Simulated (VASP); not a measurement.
# Ge (I4_1/amd) in VASP: further runs, part 2 of 2

VASP 6.6.1. Earlier steps stand in the parts before.

## Step 3: Single point, PBE (strain -0.040 along x and y, +0.040 along z)

INCAR reads:

```
ALGO     = Normal         # electronic algorithm
EDIFF    = 1E-6           # SCF threshold, eV
ENCUT    = 500            # plane-wave cutoff, eV
GGA      = PE             # functional
GGA_COMPAT= False        
ISIF     = 2              # what is computed and relaxed
ISMEAR   = 0              # smearing method
LASPH    = True           # aspherical terms in the spheres
LCHARG   = False          # write CHGCAR
LREAL    = False          # projectors in reciprocal space
LWAVE    = False          # write WAVECAR
NBANDS   = 21             # bands
NELM     = 120            # most SCF steps
PREC     = Accurate       # precision mode
SIGMA    = 0.15           # smearing width, eV
```

KPOINTS reads:

```
k-points
0
Gamma
  14 14 14
```

POSCAR reads:

```
Ge
1.0
    0.0000000000      2.7156192000      2.9419208000
    2.7156192000      0.0000000000      2.9419208000
    2.7156192000      2.7156192000      0.0000000000
Ge
2
Direct
    0.5000000000      0.5000000000      0.5000000000
    0.7500000000      0.7500000000      0.7500000000
```

Potentials or basis: VASP PAW PBE potentials, release 64 (Ge_d).

On the command line:

```console
$ cat potpaw_PBE.64/Ge_d/POTCAR > POTCAR
$ mpirun -np 1 vasp_std > vasp.out
```

OUTCAR:

```text
EDIFF = 1E-6
   ENCUT = 500
   GGA = PE
   ISIF = 2
   ISMEAR = 0
   LASPH = True
   LREAL = False
   NELM = 120
   PREC = Accurate

 ion  position               nearest neighbor table
   1  0.500  0.500  0.500-   2 2.42   2 2.42   2 2.42   2 2.42
   2  0.750  0.750  0.750-   1 2.42   1 2.42   1 2.42   1 2.42

  LATTYP: Found a body centered tetragonal cell.
 ALAT       =     3.8404655029
 C/A-ratio  =     1.5320646926

  Lattice vectors:

 A1 = (  -2.7156192000,   0.0000000000,   2.9419208000)
 A2 = (   2.7156192000,   0.0000000000,   2.9419208000)
 A3 = (   0.0000000000,   2.7156192000,  -2.9419208000)

Analysis of symmetry for initial positions (statically):
=====================================================================
 Subroutine PRICEL returns:
 Original cell was already a primitive cell.

 Routine SETGRP: Setting up the symmetry group for a
 body centered tetragonal supercell.

 Subroutine GETGRP returns: Found 16 space group operations
 (whereof  8 operations were pure point group operations)
 out of a pool of 16 trial point group operations.

The static configuration has the point symmetry D_2d.
 The point group associated with its full space group is D_4h.

[... 159 lines left out ...]

  energy without entropy =       -8.89936203  energy(sigma->0) =       -8.89983357

 E-fermi :   5.5890     XC(G=0): -10.1371

 val. band max:        5.5664717419   @ k =  -0.0714   0.0714   0.0000
 cond. band min:       5.5991345213   @ k =   0.5000   0.0000   0.0000
 fundamental gap:      0.0326627795
 Fermi energy:         5.5889550447

 k-point     1 :       0.0000    0.0000    0.0000
  band No.  band energies     occupation
      1     -19.4686      2.00000
      2     -19.4686      2.00000
      3     -19.4476      2.00000
      4     -19.4267      2.00000
      5     -19.4177      2.00000
      6     -19.2147      2.00000
[... 565 lines left out ...]
     20      14.8887      0.00000
     21      15.6404      0.00000

 [... further k-points ...]

------------------------ aborting loop because EDIFF is reached ----------------------------------------

  FORCE on cell =-STRESS in cart. coord.  units (eV):
  Direction    XX          YY          ZZ          XY          YZ          ZX
  --------------------------------------------------------------------------------------
  -------------------------------------------------------------------------------------
  Total        2.5039150      2.5039150      0.7129255      0.0000000      0.0000000      0.0000000
  in kB       92.4552212     92.4552212     26.3242502      0.0000000      0.0000000      0.0000000
  external PRESSURE =      70.4115642 kB  Pullay stress =       0.0000000 kB

 VOLUME and BASIS-vectors are now :
 -----------------------------------------------------------------------------
  energy-cutoff  :      500.00
  volume of cell :       43.39
      direct lattice vectors                 reciprocal lattice vectors
     0.000000000  2.715619200  2.941920800    -0.184120071  0.184120071  0.169956989
     2.715619200  0.000000000  2.941920800     0.184120071 -0.184120071  0.169956989
     2.715619200  2.715619200  0.000000000     0.184120071  0.184120071 -0.169956989

 POSITION                                       TOTAL-FORCE (eV/Angst)
 -----------------------------------------------------------------------------------
      2.71562      2.71562      2.94192         0.000000      0.000000      0.000000
      4.07343      4.07343      4.41288        -0.000000     -0.000000     -0.000000
 -----------------------------------------------------------------------------------
    total drift:                                0.000000     -0.000000     -0.000000

  FREE ENERGIE OF THE ION-ELECTRON SYSTEM (eV)
  ---------------------------------------------------
  free  energy   TOTEN  =        -8.9003051145 eV

  energy  without entropy=       -8.8993620338  energy(sigma->0) =       -8.89983357
```

It took 4.9 min on 1 thread of Intel Xeon 8259CL, shared host; peak memory 0.29 GiB.

What came out:

```
Free energy            : -8.9003 eV
Pressure               : 7.0 GPa
Band gap on the k mesh : zero (bands 14 and 15 overlap by 0.05 eV)
```

Caveat: the cell differs from its parent crystal (strain -0.040 along x and y, +0.040 along z); the cell stands under pressure; semilocal functionals underestimate gaps, so a narrow gap can read as zero.

## Step 4: Single point, PBE (strain +0.000 along x and y, -0.040 along z)

INCAR reads:

```
SYSTEM = Ge
  ALGO = Normal
  EDIFF = 1E-6
  ENCUT = 500
  GGA = PE
  GGA_COMPAT = .False.
  ISIF = 2
  ISMEAR = 0
  LASPH = .True.
  LCHARG = .False.
  LREAL = .False.
  LWAVE = .False.
  NBANDS = 21
  NELM = 120
  PREC = Accurate
  SIGMA = 0.15
```

KPOINTS reads:

```
k-points
0
Gamma
  14 14 14
  0 0 0
```

POSCAR reads:

```
Ge
1.0
    0.0000000000      2.8287700000      2.7156192000
    2.8287700000      0.0000000000      2.7156192000
    2.8287700000      2.8287700000      0.0000000000
Ge
2
Direct
    0.5000000000      0.5000000000      0.5000000000
    0.7500000000      0.7500000000      0.7500000000
```

On the command line:

```console
$ cat potpaw_PBE.64/Ge_d/POTCAR > POTCAR
$ mpirun -np 1 vasp_std > vasp.out
```

Run time: 5 min. Hardware: 1 thread of Intel Xeon 8259CL, shared host; peak memory 0.29 GiB.

Results (log left out):

```
Free energy : -8.9392 eV
Pressure    : 6.9 GPa
```

Stress tensor (GPa, compression positive):
```
6.01 0.00 0.00
0.00 6.01 0.00
0.00 0.00 8.73
```

Levels at points of the mesh, in eV from the Fermi level:
| k point | band 12 | band 13 | band 14 | band 15 | band 16 | band 17 |
| --- | --- | --- | --- | --- | --- | --- |
| (0.00, 0.00, 0.00) | -0.25 | -0.25 | 0.06 | 0.25 | 2.30 | 2.50 |
| (0.50, 0.00, 0.00) | -7.94 | -1.80 | -1.43 | 0.13 | 3.48 | 3.79 |
| (0.50, 0.50, 0.00) | -9.05 | -3.56 | -3.56 | 0.33 | 0.33 | 9.72 |
| (0.50, 0.00, 0.50) | -9.26 | -3.26 | -3.26 | 0.67 | 0.67 | 9.60 |

Caveat: the cell differs from its parent crystal (strain +0.000 along x and y, -0.040 along z); the cell stands under pressure.

## Step 5: Overview

| cell | gap on the mesh (eV) | pressure (GPa) |
| --- | --- | --- |
| a = 4.241, b = 4.241, c = 4.321 Å, angles 59.4, 59.4, 61.2°, 2 atoms | none | -5.9 |
| a = 4.004, b = 4.004, c = 3.840 Å, angles 61.3, 61.3, 57.3°, 2 atoms | none | 7.0 |
| a = 3.921, b = 3.921, c = 4.000 Å, angles 59.3, 59.3, 61.3°, 2 atoms | - | 6.9 |

Alike in all rows: task single point; level PBE; potentials or basis VASP PAW PBE potentials, release 64 (Ge_d); no spin polarisation; k mesh 14 × 14 × 14; cutoff (eV) 500; smearing gaussian 0.15 eV.

Caveats: semilocal functionals underestimate gaps, so a narrow gap can read as zero (at least some runs); the cell stands under pressure (at least some runs); the cell stands under tension (at least some runs).

Total energies depend on the potentials used, so only differences within one code and one set of settings carry meaning.
